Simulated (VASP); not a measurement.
Set up this calculation in VASP 6.6.1, as the native input.

```yaml
Task: single point
Functional: PBE
Potentials_or_basis: VASP PAW PBE potentials, release 64 (Zn, S)
Cutoff: 520 eV
k_mesh: 10 × 10 × 10
Occupations: gaussian, width 0.05 eV
Spin: no spin polarisation
Dipole_correction: no
Further_INCAR_settings: ALGO = Normal; EDIFF = 1e-06; NBANDS = 16
```

The structure of ZnS lies in POSCAR:

```
ZnS
1.0
    0.0000000000      2.4096905210      3.4073023967
    2.4096905210      0.0000000000      3.4073023967
    2.4096905210      2.4096905210      0.0000000000
Zn S
1 1
Direct
    0.0000000000      0.0000000000      0.0000000000
    0.7500000000      0.7500000000      0.7500000000
```

This cell differs from its parent crystal: ratio of the length along z to the lengths across it x 1.414, volume and fractional coordinates fixed.

The input as run:

INCAR

```
SYSTEM = ZnS
PREC     = Accurate       ! precision mode
ENCUT    = 520            ! plane-wave cutoff, eV
EDIFF    = 1E-6           ! SCF threshold, eV
ISMEAR   = 0              ! smearing method
SIGMA    = 0.05           ! smearing width, eV
LREAL    = .False.        ! projectors in reciprocal space
LASPH    = .True.         ! aspherical terms in the spheres
NELM     = 60             ! most SCF steps
ALGO     = Normal         ! electronic algorithm
ISIF     = 2              ! what is computed and relaxed
LWAVE    = .False.        ! write WAVECAR
LCHARG   = .True.         ! write CHGCAR
GGA      = PE             ! functional
LELF     = .True.         ! ELF
LVHAR    = .True.       
NBANDS   = 16             ! bands
```

KPOINTS

```
regular mesh
0
Gamma
  10 10 10
  0 0 0
```

Potentials or basis: VASP PAW PBE potentials, release 64 (Zn, S).

Launch:

```console
$ cat potpaw_PBE.64/Zn/POTCAR potpaw_PBE.64/S/POTCAR > POTCAR
$ mpirun -np 1 vasp_std > vasp.out
```

Results of the run:

```json
{"Pressure": "-0.5 GPa", "Band gap on the k mesh": "0.45 eV, indirect (least direct gap 0.49 eV)"}
```

Run time: 25 s on 1 thread of Intel(R) Xeon(R) 6975P-C (Granite Rapids), on a shared host, peak memory 0.2 GiB.
